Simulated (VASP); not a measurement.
# Sb (P4/mmm) in VASP: notebook

Runs on Sb. Level: PBE. Tasks: single point, relaxation of cell and atoms.

Everything below comes from runs of VASP 6.6.1. Logs are shortened: lines on timing, memory, paths and dates and some standing lists are left out, and cuts for length are marked.

### Step 1. The cell of the first run

Symmetry: P4/mmm, No. 123, tetragonal system. Conventional cell: a = 3.373 Å, b = 3.373 Å, c = 3.038 Å, α = 90.00°, β = 90.00°, γ = 90.00°. Sb (site symmetry 4/mmm) has 6 Sb at 3.04 to 3.37 Å within 4.0 Å.

The cell was built from a structure type or drawn by symmetry, and may not be a known phase.

### Step 2. Single point, PBE

File INCAR:

```
PREC = Accurate
ENCUT = 520
EDIFF = 1E-6
ISMEAR = 0
SIGMA = 0.1
LREAL = False
LASPH = True
NELM = 80
ALGO = Normal
ISIF = 2
LWAVE = False
LCHARG = False
GGA = PE
NBANDS = 8
```

File KPOINTS:

```
Automatic mesh
0
Gamma
  6 6 6
```

File POSCAR:

```
Sb
1.0
    3.3726289600      0.0000000000      0.0000000000
    0.0000000000      3.3726289600      0.0000000000
    0.0000000000      0.0000000000      3.0380313500
Sb
1
Direct
    0.5000000000      0.5000000000      0.5000000000
```

Potentials or basis: VASP PAW PBE potentials, release 64 (Sb).

Launch:

```sh
$ cat potpaw_PBE.64/Sb/POTCAR > POTCAR
$ mpirun -np 1 vasp_std > vasp.out
```

OUTCAR:

```text
PREC = Accurate
   ENCUT = 520
   EDIFF = 1E-6
   ISMEAR = 0
   LREAL = False
   LASPH = True
   NELM = 80
   ISIF = 2
   GGA = PE

 ion  position               nearest neighbor table
   1  0.500  0.500  0.500-

  LATTYP: Found a simple tetragonal cell.
 ALAT       =     3.3726289600
 C/A-ratio  =     0.9007902696

  Lattice vectors:

 A1 = (   3.3726289600,   0.0000000000,   0.0000000000)
 A2 = (   0.0000000000,   3.3726289600,   0.0000000000)
 A3 = (   0.0000000000,   0.0000000000,   3.0380313500)

Analysis of symmetry for initial positions (statically):
=====================================================================
 Subroutine PRICEL returns:
 Original cell was already a primitive cell.

 Routine SETGRP: Setting up the symmetry group for a
 simple tetragonal supercell.

 Subroutine GETGRP returns: Found 16 space group operations
 (whereof 16 operations were pure point group operations)
 out of a pool of 16 trial point group operations.

The static configuration has the point symmetry D_4h.

Analysis of symmetry for dynamics (positions and initial velocities):
=====================================================================
 Subroutine PRICEL returns:
 Original cell was already a primitive cell.

 Routine SETGRP: Setting up the symmetry group for a
 simple tetragonal supercell.

 Subroutine GETGRP returns: Found 16 space group operations
 (whereof 16 operations were pure point group operations)
 out of a pool of 16 trial point group operations.

The dynamic configuration has the point symmetry D_4h.

 Subroutine INISYM returns: Found 16 space group operations
 (whereof 16 operations are pure point group operations),
 and found     1 'primitive' translations

----------------------------------------------------------------------------------------

                                     Primitive cell

  volume of cell :      34.5565

  direct lattice vectors                    reciprocal lattice vectors
     3.372628960  0.000000000  0.000000000     0.296504600  0.000000000  0.000000000
     0.000000000  3.372628960  0.000000000     0.000000000  0.296504600  0.000000000
     0.000000000  0.000000000  3.038031350     0.000000000  0.000000000  0.329160527

  length of vectors
     3.372628960  3.372628960  3.038031350     0.296504600  0.296504600  0.329160527

  position of ions in fractional coordinates (direct lattice)
     0.500000000  0.500000000  0.500000000

  ion indices of the primitive-cell ions
   primitive index   ion index
                 1           1

----------------------------------------------------------------------------------------

 KPOINTS: Automatic mesh

Automatic generation of k-mesh.
 Grid dimensions read from file:
 generate k-points for:    6    6    6

 Generating k-lattice:

  Cartesian coordinates                     Fractional coordinates (reciprocal lattice)
     0.049417433  0.000000000  0.000000000     0.166666667  0.000000000  0.000000000
     0.000000000  0.049417433  0.000000000     0.000000000  0.166666667  0.000000000
     0.000000000  0.000000000  0.054860088     0.000000000  0.000000000  0.166666667

  Length of vectors
     0.049417433  0.049417433  0.054860088

  Shift w.r.t. Gamma in fractional coordinates (k-lattice)
     0.000000000  0.000000000  0.000000000

 Subroutine IBZKPT returns following result:
 ===========================================

 Found     40 irreducible k-points:

 Following reciprocal coordinates:
            Coordinates               Weight
  0.000000  0.000000  0.000000      1.000000
  0.166667  0.000000  0.000000      4.000000
  0.333333  0.000000  0.000000      4.000000
  0.500000  0.000000  0.000000      2.000000
  0.166667  0.166667  0.000000      4.000000
  0.333333  0.166667  0.000000      8.000000
[... 16 lines left out ...]
  0.333333  0.000000  0.333333      8.000000
  0.500000  0.000000  0.333333      4.000000
 [... further k-points ...]
   k-points           NKPTS =     40   k-points in BZ     NKDIM =     40   number of bands    NBANDS=      8
   number of dos      NEDOS =    301   number of ions     NIONS =      1
   total plane-waves  NPLWV =  18816
   dimension x,y,z NGX =    28 NGY =   28 NGZ =   24
   dimension x,y,z NGXF=    56 NGYF=   56 NGZF=   48
   ions per type =               1
   NGX,Y,Z   is equivalent  to a cutoff of  13.80, 13.80, 13.13 a.u.
   NGXF,Y,Z  is equivalent  to a cutoff of  27.60, 27.60, 26.27 a.u.
 SYSTEM =  unknown system
   PREC   = accura    normal or accurate (medium, high low for compatibility)
   ISTART =      0    job   : 0-new  1-cont  2-samecut
   ICHARG =      2    charge: 1-file 2-atom 10-const
   ISPIN  =      1    spin polarized calculation?
   LNONCOLLINEAR =      F non collinear calculations
   LSORBIT =      F    spin-orbit coupling
   LASPH  =      T    aspherical Exc in radial PAW
   ENCUT  =  520.0 eV  38.22 Ry    6.18 a.u.   6.27  6.27  5.65*2*pi/ulx,y,z
   NELM   =     80;   NELMIN=  2; NELMDL= -5     # of ELM steps
   EDIFF  = 0.1E-05   stopping-criterion for ELM
   LREAL  =      F    real-space projection
   EDIFFG = 0.1E-04   stopping-criterion for IOM
   NSW    =      0    number of steps for IOM
   IBRION =     -1    ionic relax: 0-MD 1-quasi-New 2-CG
   NFREE  =      0    steps in history (QN), initial steepest desc. (CG)
   ISIF   =      2    stress and relaxation
   ISYM   =      2    0-nonsym 1-usesym 2-fastsym
   POTIM  = 0.5000    time-step for ionic-motion
   TEBEG  =    0.0;   TEEND  =   0.0 temperature during run
   PSTRESS=    0.0 pullay stress
   NELECT =       5.0000    total number of electrons
   NUPDOWN=      -1.0000    fix difference up-down
   EMIN   =  10.00;   EMAX   =-10.00  energy-range for DOS
   EFERMI =   0.00;   METHOD = LEGACY
   ISMEAR =     0;   SIGMA  =   0.10  broadening in eV -4-tet -1-fermi 0-gaus
   EFERMI_NEDOS =   21; number of points for ismear=-14 and -15
   IALGO  =     38    algorithm
   IMIX   =      4    mixing-type and parameters
     AMIX     =   0.40;   BMIX     =  1.00
     AMIX_MAG =   1.60;   BMIX_MAG =  1.00
  volume/ion in A,a.u.               =      34.56       233.20
  Fermi-wavevector in a.u.,A,eV,Ry     =   0.859452  1.624129 10.050052  0.738658
  Thomas-Fermi vector in A             =   1.976809
   LORBIT       =      0    0 simple, 1 ext, 2 COOP (PROOUT), +10 PAW based schemes
   GGA     = PE    functional components
   LHFCALC =     F    Hartree Fock is set to
   AEXX    =    0.0000 exact exchange contribution
   IVDW    =     0    specifies the selected vdW correction
   LEPSILON=     F    determine dielectric tensor
   LRPA    =     F    only Hartree local field effects (RPA)
 non-spin polarized calculation
 Gauss-broadening in eV      SIGMA  =   0.10
  energy-cutoff  :      520.00
  volume of cell :       34.56
 maximum number of plane-waves:       945
 NGX is ok and might be reduce to    28
   NGX = 13   NGY = 13   NGZ = 11

 number of electron       5.0000000 magnetization

 Free energy of the ion-electron system (eV)
  ---------------------------------------------------
  ext. energy  EPLUGINS =         0.00000000
  ---------------------------------------------------
  free energy    TOTEN  =        -3.97505592 eV

  energy without entropy =       -3.96931242  energy(sigma->0) =       -3.97218417

 E-fermi :   5.3803     XC(G=0):  -8.9910

 val. band max:        5.3576840215   @ k =   0.5000   0.3333   0.3333
 cond. band min:       5.4068511066   @ k =   0.1667   0.0000   0.1667
 fundamental gap:      0.0491670852
 Fermi energy:         5.3802775954

 k-point     1 :       0.0000    0.0000    0.0000
  band No.  band energies     occupation
      1      -6.0143      2.00000
      2       7.4433      0.00000
      3       7.4433      0.00000
      4      10.1461      0.00000
      5      11.5355      0.00000
      6      11.6194      0.00000
      7      14.2356      0.00000
      8      21.2312      0.00000

 k-point     2 :       0.1667    0.0000    0.0000
  band No.  band energies     occupation
      1      -5.7241      2.00000
      2       4.9953      2.00000
      3       7.7073      0.00000
      4      10.4153      0.00000
      5      11.8685      0.00000
      6      14.2301      0.00000
      7      14.8722      0.00000
      8      18.9127      0.00000

 k-point     3 :       0.3333    0.0000    0.0000
  band No.  band energies     occupation
      1      -4.9787      2.00000
      2       2.1173      2.00000
      3       8.3348      0.00000
      4      11.0545      0.00000
      5      12.6990      0.00000
      6      15.1680      0.00000
      7      16.6007      0.00000
      8      17.1613      0.00000

 k-point     4 :       0.5000    0.0000    0.0000
  band No.  band energies     occupation
      1      -4.4466      2.00000
      2       0.8347      2.00000
      3       8.7262      0.00000
      4      11.4534      0.00000
      5      13.4978      0.00000
      6      15.3859      0.00000
      7      15.6283      0.00000
      8      16.5117      0.00000

 k-point     5 :       0.1667    0.1667    0.0000
  band No.  band energies     occupation
      1      -5.4339      2.00000
      2       5.2677      1.88877
      3       5.2872      1.81213
      4      10.6845      0.00000
      5      14.2941      0.00000
      6      14.7573      0.00000
      7      14.8891      0.00000
      8      16.7814      0.00000
[... 177 lines left out ...]
 k-point    22 :       0.1667    0.0000    0.3333
  band No.  band energies     occupation
      1      -4.0715      2.00000
      2       2.9411      2.00000
      3       6.5408      0.00000
      4       9.1858      0.00000
      5      13.1174      0.00000
      6      13.9255      0.00000
      7      16.4045      0.00000
      8      17.2898      0.00000

 k-point    23 :       0.3333    0.0000    0.3333
  band No.  band energies     occupation
      1      -3.3137      2.00000
      2       3.4932      2.00000
      3       3.8017      2.00000
      4       9.8120      0.00000
      5      11.0096      0.00000
      6      14.3809      0.00000
      7      17.7515      0.00000
      8      18.0926      0.00000

 k-point    24 :       0.5000    0.0000    0.3333
  band No.  band energies     occupation
      1      -2.7657      2.00000
      2       2.3490      2.00000
      3       4.1074      2.00000
      4       9.9036      0.00000
      5      10.2007      0.00000
      6      15.2117      0.00000
      7      16.9781      0.00000
      8      17.1612      0.00000

 [... further k-points ...]

------------------------ aborting loop because EDIFF is reached ----------------------------------------

  FORCE on cell =-STRESS in cart. coord.  units (eV):
  Direction    XX          YY          ZZ          XY          YZ          ZX
  --------------------------------------------------------------------------------------
  -------------------------------------------------------------------------------------
  Total       -1.7084288     -1.7084288      0.7055944      0.0000000      0.0000000     -0.0000000
  in kB      -79.2096504    -79.2096504     32.7142023      0.0000000      0.0000000     -0.0000000
  external PRESSURE =     -41.9016995 kB  Pullay stress =       0.0000000 kB

 VOLUME and BASIS-vectors are now :
 -----------------------------------------------------------------------------
  energy-cutoff  :      520.00
  volume of cell :       34.56
      direct lattice vectors                 reciprocal lattice vectors
     3.372628960  0.000000000  0.000000000     0.296504600  0.000000000  0.000000000
     0.000000000  3.372628960  0.000000000     0.000000000  0.296504600  0.000000000
     0.000000000  0.000000000  3.038031350     0.000000000  0.000000000  0.329160527

 POSITION                                       TOTAL-FORCE (eV/Angst)
 -----------------------------------------------------------------------------------
      1.68631      1.68631      1.51902         0.000000      0.000000      0.000000
 -----------------------------------------------------------------------------------
    total drift:                               -0.000000      0.000000      0.000000

  FREE ENERGIE OF THE ION-ELECTRON SYSTEM (eV)
  ---------------------------------------------------
  free  energy   TOTEN  =        -3.9750559225 eV

  energy  without entropy=       -3.9693124178  energy(sigma->0) =       -3.97218417
```

Wall time 9.3 s (1 thread of AMD EPYC 7R13, shared host); peak memory 0.12 GiB.

Results:

* Free energy: -3.9751 eV
* Pressure: -4.2 GPa
* Band gap on the k mesh: zero (an odd number of electrons rules out a gap without spin polarisation)

Stress tensor (GPa, compression positive):
```
-7.92  0.00  0.00
 0.00 -7.92  0.00
 0.00  0.00  3.27
```

Caveat: the cell stands under tension; spin-orbit coupling is left out, which moves the levels of the heavy elements.

### Step 3. Relaxation of cell and atoms, PBE

File INCAR:

```
SYSTEM = Sb
PREC = Accurate ; ENCUT = 600
EDIFF = 1E-7 ; ISMEAR = 0
SIGMA = 0.1 ; LREAL = .FALSE.
LASPH = .TRUE. ; NELM = 80
ALGO = Normal ; ISIF = 3
LWAVE = .FALSE. ; LCHARG = .FALSE.
GGA = PE ; IBRION = 2
NSW = 90 ; EDIFFG = -0.04
```

File KPOINTS:

```
Automatic mesh
0
G
  6 6 6
  0 0 0
```

POSCAR is that of step 2.

Potentials or basis: VASP PAW PBE potentials, release 64 (Sb).

Launch:

```sh
$ cat potpaw_PBE.64/Sb/POTCAR > POTCAR
$ mpirun -np 1 vasp_std > vasp.out
```

Run time: 39 s. Hardware: 1 thread of AMD EPYC 7R13, shared host; peak memory 0.13 GiB.

Results (log left out):

```yaml
Free_energy: -4.1198 eV
Relaxed_volume: 30.42 Å³/atom
Relaxed_cell: a = 3.116 Å, b = 3.116 Å, c = 3.134 Å, α = 90.00°, β = 90.00°, γ = 90.00°
Space_group_after_relaxing_to_0.1_Å: Pm-3m (No. 221)
Energy_gained_by_relaxing: 144.8 meV/atom
Ionic_steps: 6
Pressure_after_relaxing: 0.1 GPa
Band_gap_on_the_k_mesh: zero (an odd number of electrons rules out a gap without spin polarisation)
```

Stress tensor (GPa, compression positive):
```
0.18 0.00 0.00
0.00 0.18 0.00
0.00 0.00 0.02
```

The path:
```csv
step,energy change (eV),largest force (eV/Å),pressure (GPa),volume (Å³)
1,0.0000,0.0000,-4.19,34.56
2,-0.1442,0.0000,0.50,30.08
3,-0.1444,0.0000,0.36,30.21
4,-0.1446,0.0000,0.24,30.31
5,-0.1332,0.0000,-1.81,31.76
6,-0.1448,0.0000,0.13,30.42
```

Final structure:
```
Sb
1.0
     3.11574    0.00000    0.00000
     0.00000    3.11574    0.00000
     0.00000    0.00000    3.13350
Sb
1
Direct
  0.50000 0.50000 0.50000
```

Levels at points of the mesh, in eV from the Fermi level:
```tsv
k point	band 1	band 2	band 3	band 4	band 5	band 6
(0.00, 0.00, 0.00)	-12.47	2.88	3.04	3.04	6.63	6.70
(0.50, 0.00, 0.00)	-10.10	-5.68	4.84	5.00	8.71	10.28
(0.50, 0.50, 0.00)	-7.58	-3.67	-3.67	2.02	6.83	12.43
(0.00, 0.00, 0.50)	-10.17	-5.67	4.94	4.94	8.71	10.37
(0.50, 0.00, 0.50)	-7.66	-3.73	-3.65	2.01	6.93	12.47
(0.50, 0.50, 0.50)	-4.87	-1.84	-1.84	-1.75	4.64	4.64
```

Caveat: spin-orbit coupling is left out, which moves the levels of the heavy elements.
